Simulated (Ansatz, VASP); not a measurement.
CdTe: VASP beside Ansatz

Contents of POSCAR:

```
CdTe
1.0
    0.0000000000      3.2050000000      3.2050000000
    3.2050000000      0.0000000000      3.2050000000
    3.2050000000      3.2050000000      0.0000000000
Te Cd
1 1
Direct
    0.7500000000      0.7500000000      0.7500000000
    0.0000000000      0.0000000000      0.0000000000
```

File INCAR.step1:

```
PREC     = Accurate       # precision mode
ENCUT    = 520            # plane-wave cutoff, eV
EDIFF    = 1E-5           # SCF threshold, eV
ISMEAR   = 0              # smearing method
SIGMA    = 0.01           # smearing width, eV
LREAL    = F              # projectors in reciprocal space
LASPH    = T              # aspherical terms in the spheres
NELM     = 60             # most SCF steps
ALGO     = Normal         # electronic algorithm
ISIF     = 2              # what is computed and relaxed
LWAVE    = T              # write WAVECAR
LCHARG   = F              # write CHGCAR
GGA      = PE             # functional
NBANDS   = 16             # bands
```

Contents of INCAR.step2:

```
PREC     = Accurate       # precision mode
ENCUT    = 520            # plane-wave cutoff, eV
EDIFF    = 1E-6           # SCF threshold, eV
ISMEAR   = 0              # smearing method
SIGMA    = 0.01           # smearing width, eV
LREAL    = F              # projectors in reciprocal space
LASPH    = T              # aspherical terms in the spheres
NELM     = 60             # most SCF steps
ALGO     = Normal         # electronic algorithm
ISIF     = 2              # what is computed and relaxed
LWAVE    = F              # write WAVECAR
LCHARG   = F              # write CHGCAR
GGA      = PE             # functional
LHFCALC  = T              # exact exchange
HFSCREEN = 0.2079         # screening, 1/A
PRECFOCK = Normal       
ISTART   = 1            
NBANDS   = 16             # bands
```

KPOINTS

```
Automatic mesh
0
Gamma
  5 5 5
```

The input input.yaml:

```yaml
crystal:
  lattice:
    - [0.0, 3.205, 3.205]
    - [3.205, 0.0, 3.205]
    - [3.205, 3.205, 0.0]
  atoms:
    - { symbol: Te, position: [0.75, 0.75, 0.75] }
    - { symbol: Cd, position: [0.0, 0.0, 0.0] }
hamiltonian:
  xc: hse06
  pseudopotentials: { kind: paw }
kpoints:
  mp_grid: { grid: [5, 5, 5] }
scf:
  occupations: { method: fixed }
output:
  forces: true
  stress: true
  eigenvalues: true
  polarization: {}
  write_density: true
  write_potential: true
  elf: true
  volumetric_format: npy
```

Alike in both runs: functional HSE06; k mesh 5 × 5 × 5; no spin polarisation.

|  | VASP | Ansatz |
| --- | --- | --- |
| version | VASP 6.6.1 | Ansatz 0.2.0 |
| potentials or method | VASP PAW PBE potentials, release 64 (Te, Cd) | Ansatz PAW |
| plane-wave cutoff (eV) | 520 | 420 |
| occupations | gaussian, width 0.01 eV | fixed |
| valence electrons in the cell | 18 | 36 |
| task | single point | Berry-phase polarisation |

|  | VASP | Ansatz | Ansatz less VASP |
| --- | --- | --- | --- |
| gap on the k mesh at the Fermi level (eV) | 1.66 | 1.75 | +0.094 |
| least direct gap on the mesh (eV) | 1.66 | 1.75 | +0.094 |
| pressure (GPa) | 3.3 | 3.4 | +0.03 |

VASP's potentials hold 18 valence electrons a cell and Ansatz's 36, so a difference there can come from the potentials and not from the codes.

Neither program's run includes spin-orbit coupling. Noted on Ansatz's run: odd divisions of the mesh miss points on the zone boundary, where band edges often lie, so the gap on the mesh can be too wide.
